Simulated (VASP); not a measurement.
# S (P6_3/mmc) in VASP: notebook

Runs on S. Level: PBE. Tasks: single point.

Everything below comes from runs of VASP 6.6.1. Logs are shortened: lines on timing, memory, paths and dates and some standing lists are left out, and cuts for length are marked.

## (1) The cell of the first run

Symmetry: P6_3/mmc, No. 194, hexagonal system. Conventional cell: a = 2.994 Å, b = 2.994 Å, c = 3.425 Å, α = 90.00°, β = 90.00°, γ = 120.00°. Within 3.2 Å of S (site symmetry -6m2) lie 12 S at 2.43 to 2.99 Å.

## (2) Single point, PBE (volume scaled by 0.78)

INCAR

```
SYSTEM = S
PREC = Accurate
ENCUT = 520
EDIFF = 1E-6
ISMEAR = -1
SIGMA = 0.1
LREAL = .FALSE.
LASPH = .TRUE.
NELM = 100
ALGO = Normal
ISIF = 2
LWAVE = .FALSE.
LCHARG = .FALSE.
GGA = PE
NBANDS = 13
```

KPOINTS

```
Automatic mesh
0
G
  15 15 8
  0 0 0
```

POSCAR

```
S
1.0
    2.9943893759      0.0000000000      0.0000000000
   -1.4971946880      2.5932172684      0.0000000000
    0.0000000000      0.0000000000      3.4248883662
S
2
Direct
    0.3333333333      0.6666666667      0.2500000000
    0.6666666667      0.3333333333      0.7500000000
```

Potentials or basis: VASP PAW PBE potentials, release 64 (S).

On the command line:

```bash
> cat potpaw_PBE.64/S/POTCAR > POTCAR
> mpirun -np 1 vasp_std > vasp.out
```

OUTCAR:

```text
SYSTEM = S
   PREC = Accurate
   ENCUT = 520
   EDIFF = 1E-6
   ISMEAR = -1
   LREAL = .FALSE.
   LASPH = .TRUE.
   NELM = 100
   ISIF = 2
   GGA = PE

 ion  position               nearest neighbor table
   1  0.333  0.667  0.250-   2 2.43   2 2.43   2 2.43   2 2.43   2 2.43   2 2.43
   2  0.667  0.333  0.750-   1 2.43   1 2.43   1 2.43   1 2.43   1 2.43   1 2.43

  LATTYP: Found a hexagonal cell.
 ALAT       =     2.9943893759
 C/A-ratio  =     1.1437685405

  Lattice vectors:

 A1 = (   2.9943893759,   0.0000000000,   0.0000000000)
 A2 = (  -1.4971946880,   2.5932172684,   0.0000000000)
 A3 = (   0.0000000000,   0.0000000000,   3.4248883662)

Analysis of symmetry for initial positions (statically):
=====================================================================
 Subroutine PRICEL returns:
 Original cell was already a primitive cell.

 Routine SETGRP: Setting up the symmetry group for a
 hexagonal supercell.

 Subroutine GETGRP returns: Found 24 space group operations
 (whereof 12 operations were pure point group operations)
 out of a pool of 24 trial point group operations.

The static configuration has the point symmetry D_3d.
 The point group associated with its full space group is D_6h.

Analysis of symmetry for dynamics (positions and initial velocities):
=====================================================================
 Subroutine PRICEL returns:
 Original cell was already a primitive cell.

 Routine SETGRP: Setting up the symmetry group for a
 hexagonal supercell.

 Subroutine GETGRP returns: Found 24 space group operations
 (whereof 12 operations were pure point group operations)
 out of a pool of 24 trial point group operations.

The dynamic configuration has the point symmetry D_3d.
 The point group associated with its full space group is D_6h.

 Subroutine INISYM returns: Found 24 space group operations
 (whereof 12 operations are pure point group operations),
 and found     1 'primitive' translations

----------------------------------------------------------------------------------------

                                     Primitive cell

  volume of cell :      26.5946

  direct lattice vectors                    reciprocal lattice vectors
     2.994389376  0.000000000  0.000000000     0.333957904  0.192810686  0.000000000
    -1.497194688  2.593217268  0.000000000     0.000000000  0.385621372  0.000000000
     0.000000000  0.000000000  3.424888366     0.000000000  0.000000000  0.291980320

  length of vectors
     2.994389376  2.994389376  3.424888366     0.385621372  0.385621372  0.291980320

  position of ions in fractional coordinates (direct lattice)
     0.333333333  0.666666667  0.250000000
     0.666666667  0.333333333  0.750000000

  ion indices of the primitive-cell ions
   primitive index   ion index
                 1           1
                 2           2

----------------------------------------------------------------------------------------

 KPOINTS: Automatic mesh

Automatic generation of k-mesh.
 Grid dimensions read from file:
 generate k-points for:   15   15    8

 Generating k-lattice:

  Cartesian coordinates                     Fractional coordinates (reciprocal lattice)
     0.022263860  0.012854046  0.000000000     0.066666667  0.000000000  0.000000000
     0.000000000  0.025708091  0.000000000     0.000000000  0.066666667  0.000000000
     0.000000000  0.000000000  0.036497540     0.000000000  0.000000000  0.125000000

  Length of vectors
     0.025708091  0.025708091  0.036497540

  Shift w.r.t. Gamma in fractional coordinates (k-lattice)
     0.000000000  0.000000000  0.000000000

 Subroutine IBZKPT returns following result:
 ===========================================

 Found    135 irreducible k-points:

 Following reciprocal coordinates:
            Coordinates               Weight
  0.000000  0.000000  0.000000      1.000000
  0.066667 -0.000000  0.000000      6.000000
  0.133333 -0.000000  0.000000      6.000000
  0.200000  0.000000  0.000000      6.000000
  0.266667 -0.000000  0.000000      6.000000
  0.333333  0.000000  0.000000      6.000000
[... 16 lines left out ...]
  0.333333  0.200000  0.000000     12.000000
  0.400000  0.200000  0.000000      6.000000
 [... further k-points ...]
   k-points           NKPTS =    135   k-points in BZ     NKDIM =    135   number of bands    NBANDS=     13
   number of dos      NEDOS =    301   number of ions     NIONS =      2
   total plane-waves  NPLWV =  16128
   dimension x,y,z NGX =    24 NGY =   24 NGZ =   28
   dimension x,y,z NGXF=    48 NGYF=   48 NGZF=   56
   ions per type =               2
   NGX,Y,Z   is equivalent  to a cutoff of  13.32, 13.32, 13.59 a.u.
   NGXF,Y,Z  is equivalent  to a cutoff of  26.65, 26.65, 27.18 a.u.
 SYSTEM =  S
   PREC   = accura    normal or accurate (medium, high low for compatibility)
   ISTART =      0    job   : 0-new  1-cont  2-samecut
   ICHARG =      2    charge: 1-file 2-atom 10-const
   ISPIN  =      1    spin polarized calculation?
   LNONCOLLINEAR =      F non collinear calculations
   LSORBIT =      F    spin-orbit coupling
   LASPH  =      T    aspherical Exc in radial PAW
   ENCUT  =  520.0 eV  38.22 Ry    6.18 a.u.   5.57  5.57  6.37*2*pi/ulx,y,z
   NELM   =    100;   NELMIN=  2; NELMDL= -5     # of ELM steps
   EDIFF  = 0.1E-05   stopping-criterion for ELM
   LREAL  =      F    real-space projection
   EDIFFG = 0.1E-04   stopping-criterion for IOM
   NSW    =      0    number of steps for IOM
   IBRION =     -1    ionic relax: 0-MD 1-quasi-New 2-CG
   NFREE  =      0    steps in history (QN), initial steepest desc. (CG)
   ISIF   =      2    stress and relaxation
   ISYM   =      2    0-nonsym 1-usesym 2-fastsym
   POTIM  = 0.5000    time-step for ionic-motion
   TEBEG  =    0.0;   TEEND  =   0.0 temperature during run
   PSTRESS=    0.0 pullay stress
   NELECT =      12.0000    total number of electrons
   NUPDOWN=      -1.0000    fix difference up-down
   EMIN   =  10.00;   EMAX   =-10.00  energy-range for DOS
   EFERMI =   0.00;   METHOD = LEGACY
   ISMEAR =    -1;   SIGMA  =   0.10  broadening in eV -4-tet -1-fermi 0-gaus
   EFERMI_NEDOS =   21; number of points for ismear=-14 and -15
   IALGO  =     38    algorithm
   IMIX   =      4    mixing-type and parameters
     AMIX     =   0.40;   BMIX     =  1.00
     AMIX_MAG =   1.60;   BMIX_MAG =  1.00
  volume/ion in A,a.u.               =      13.30        89.73
  Fermi-wavevector in a.u.,A,eV,Ry     =   1.255656  2.372846 21.451928  1.576672
  Thomas-Fermi vector in A             =   2.389402
   LORBIT       =      0    0 simple, 1 ext, 2 COOP (PROOUT), +10 PAW based schemes
   GGA     = PE    functional components
   LHFCALC =     F    Hartree Fock is set to
   AEXX    =    0.0000 exact exchange contribution
   IVDW    =     0    specifies the selected vdW correction
   LEPSILON=     F    determine dielectric tensor
   LRPA    =     F    only Hartree local field effects (RPA)
 non-spin polarized calculation
  energy-cutoff  :      520.00
  volume of cell :       26.59
 maximum number of plane-waves:       735
 NGX is ok and might be reduce to    24
   NGX = 11   NGY = 11   NGZ = 13

 number of electron      12.0000002 magnetization

 Free energy of the ion-electron system (eV)
  ---------------------------------------------------
  ext. energy  EPLUGINS =         0.00000000
  ---------------------------------------------------
  free energy    TOTEN  =        -6.06735851 eV

  energy without entropy =       -6.04057262  energy(sigma->0) =       -6.05396557

 E-fermi :  10.7005     XC(G=0): -11.9059

 val. band max:       10.6759675803   @ k =   0.2000   0.2000   0.2500
 cond. band min:      10.7165948234   @ k =   0.4667   0.0000   0.3750
 fundamental gap:      0.0406272431
 Fermi energy:        10.7005224234

 k-point     1 :       0.0000    0.0000    0.0000
  band No.  band energies     occupation
      1      -8.7540      2.00000
      2       1.5475      2.00000
      3       2.8520      2.00000
      4       8.3514      2.00000
      5       8.3514      2.00000
      6      12.0625      0.00000
      7      12.0625      0.00000
      8      14.4937      0.00000
      9      16.0927      0.00000
     10      20.8856      0.00000
     11      21.5268      0.00000
     12      21.5268      0.00000
     13      22.4416      0.00000

 k-point     2 :       0.0667   -0.0000    0.0000
  band No.  band energies     occupation
      1      -8.6704      2.00000
      2       1.5260      2.00000
      3       2.9299      2.00000
      4       7.8645      2.00000
      5       8.1503      2.00000
      6      11.9263      0.00001
      7      12.2731      0.00000
      8      14.9485      0.00000
      9      15.7231      0.00000
     10      20.3073      0.00000
     11      21.5122      0.00000
     12      22.2098      0.00000
     13      22.2289      0.00000

 k-point     3 :       0.1333   -0.0000    0.0000
  band No.  band energies     occupation
      1      -8.4209      2.00000
      2       1.4148      2.00000
      3       3.1623      2.00000
      4       6.8508      2.00000
      5       7.6811      2.00000
      6      11.4798      0.00083
      7      12.7459      0.00000
      8      14.7894      0.00000
      9      15.9665      0.00000
     10      19.4005      0.00000
     11      21.5941      0.00000
     12      21.7216      0.00000
     13      22.8372      0.00000
[... 305 lines left out ...]
 k-point    23 :       0.3333    0.2000    0.0000
  band No.  band energies     occupation
      1      -5.0668      2.00000
      2      -2.3794      2.00000
      3       2.9544      2.00000
      4       6.2381      2.00000
      5       7.3963      2.00000
      6       8.9847      2.00000
      7       9.7096      1.99990
      8      12.3089      0.00000
      9      16.4815      0.00000
     10      16.7527      0.00000
     11      20.7979      0.00000
     12      24.4570      0.00000
     13      25.8736      0.00000

 k-point    24 :       0.4000    0.2000    0.0000
  band No.  band energies     occupation
      1      -4.6075      2.00000
      2      -2.8869      2.00000
      3       2.8037      2.00000
      4       6.6291      2.00000
      5       7.7718      2.00000
      6       8.5221      2.00000
      7       9.2841      2.00000
      8      12.2729      0.00000
      9      16.3460      0.00000
     10      16.5970      0.00000
     11      22.6537      0.00000
     12      22.6816      0.00000
     13      25.8682      0.00000

 [... further k-points ...]
[... 5 lines left out ...]
  --------------------------------------------------------------------------------------
  -------------------------------------------------------------------------------------
  Total        4.4499323      4.4499323      4.4511188     -0.0000000      0.0000000      0.0000000
  in kB      268.0836874    268.0836874    268.1551683     -0.0000000      0.0000000      0.0000000
  external PRESSURE =     268.1075144 kB  Pullay stress =       0.0000000 kB

 VOLUME and BASIS-vectors are now :
 -----------------------------------------------------------------------------
  energy-cutoff  :      520.00
  volume of cell :       26.59
      direct lattice vectors                 reciprocal lattice vectors
     2.994389376  0.000000000  0.000000000     0.333957904  0.192810686  0.000000000
    -1.497194688  2.593217268  0.000000000     0.000000000  0.385621372  0.000000000
     0.000000000  0.000000000  3.424888366     0.000000000  0.000000000  0.291980320

 POSITION                                       TOTAL-FORCE (eV/Angst)
 -----------------------------------------------------------------------------------
     -0.00000      1.72881      0.85622        -0.000000      0.000000      0.000000
      1.49719      0.86441      2.56867         0.000000     -0.000000      0.000000
 -----------------------------------------------------------------------------------
    total drift:                               -0.000000      0.000000      0.000000

  FREE ENERGIE OF THE ION-ELECTRON SYSTEM (eV)
  ---------------------------------------------------
  free  energy   TOTEN  =        -6.0673585103 eV

  energy  without entropy=       -6.0405726210  energy(sigma->0) =       -6.05396557
```

Run time: 10 s. Hardware: 1 thread of Intel Xeon 6975P-C (Granite Rapids), shared host; peak memory 0.16 GiB.

Results:

* Free energy: -6.0674 eV
* Pressure: 26.8 GPa
* Band gap on the k mesh: zero (band 6 reaches 12.06 eV, above the bottom of band 7 at 8.84 eV)

## (3) Single point, PBE (volume scaled by 0.88)

INCAR

```
SYSTEM = S
PREC     = Accurate       ! precision mode
ENCUT    = 520            ! plane-wave cutoff, eV
EDIFF    = 1E-6           ! SCF threshold, eV
ISMEAR   = -1             ! smearing method
SIGMA    = 0.1            ! smearing width, eV
LREAL    = .False.        ! projectors in reciprocal space
LASPH    = .True.         ! aspherical terms in the spheres
NELM     = 80             ! most SCF steps
ALGO     = Normal         ! electronic algorithm
ISIF     = 2              ! what is computed and relaxed
LWAVE    = .False.        ! write WAVECAR
LCHARG   = .False.        ! write CHGCAR
GGA      = PE             ! functional
NBANDS   = 13             ! bands
```

KPOINTS

```
Automatic mesh
0
Gamma
  15 15 8
  0 0 0
```

POSCAR

```
S
1.0
    3.1620997078      0.0000000000      0.0000000000
   -1.5810498539      2.7384586763      0.0000000000
    0.0000000000      0.0000000000      3.4649734890
S
2
Direct
    0.3333333333      0.6666666667      0.2500000000
    0.6666666667      0.3333333333      0.7500000000
```

Potentials or basis: VASP PAW PBE potentials, release 64 (S).

On the command line:

```bash
> cat potpaw_PBE.64/S/POTCAR > POTCAR
> mpirun -np 1 vasp_std > vasp.out
```

Wall time 10 s (1 thread of Intel Xeon 6975P-C (Granite Rapids), shared host); peak memory 0.16 GiB.

It converged, with:

```
Free energy            : -6.4565 eV
Pressure               : 11.0 GPa
Band gap on the k mesh : zero (band 6 reaches 9.77 eV, above the bottom of band 7 at 7.13 eV)
```

Levels at points of the mesh, in eV from the Fermi level:
```tsv
k point	band 2	band 3	band 4	band 5	band 6	band 7	band 8	band 9	band 10	band 11
(0.00, 0.00, 0.00)	-9.03	-6.56	-2.52	-2.52	1.04	1.04	3.87	4.45	9.62	10.70
(0.00, 0.00, 0.50)	-15.35	-0.59	-0.59	-0.59	-0.59	0.01	0.01	8.18	8.18	8.18
```

(Part 1 of 2 ends here.)
